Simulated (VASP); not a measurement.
**TaN: single point with PBEsol**

Crystal: TaN.

```
Ta N
1.0
     2.96389    0.00000    0.00000
    -1.48194    2.56680    0.00000
     0.00000    0.00000    2.90840
Ta N
1 1
Cartesian
  0.0000 1.7112 1.4542
  0.0000 0.0000 0.0000
```

* Program: VASP 6.6.1
* Task: single point
* Functional: PBEsol
* Potentials or basis: VASP PAW PBE potentials, release 64 (Ta_pv, N)
* Cutoff: 520 eV
* k mesh: 9 × 9 × 8
* Occupations: methfessel-paxton, width 0.1 eV
* Spin: no spin polarisation

```json
{
 "Pressure": "-12.7 GPa",
 "Band gap on the k mesh": "zero (band 8 reaches 7.96 eV, above the bottom of band 9 at 7.72 eV)"
}
```

Stress tensor (GPa, compression positive):
```
-12.45   0.00   0.00
  0.00 -12.45   0.00
  0.00   0.00 -13.21
```

Levels at points of the mesh, in eV from the Fermi level:
```
           k point  band 6  band 7  band 8  band 9  band 10  band 11
(0.00, 0.00, 0.00)   -4.52   -4.18   -2.95    1.94     3.40     3.40
(0.00, 0.00, 0.50)   -3.72   -3.72   -0.17   -0.17     2.29     3.15
```

Wall time 26 s on 1 thread of Intel Xeon 8259CL (shared host), peak memory 0.15 GiB.

Caveat: the PAW data sets were made with another functional, which shifts forces and pressure a little; spin-orbit coupling is left out, which moves the levels of the heavy elements.
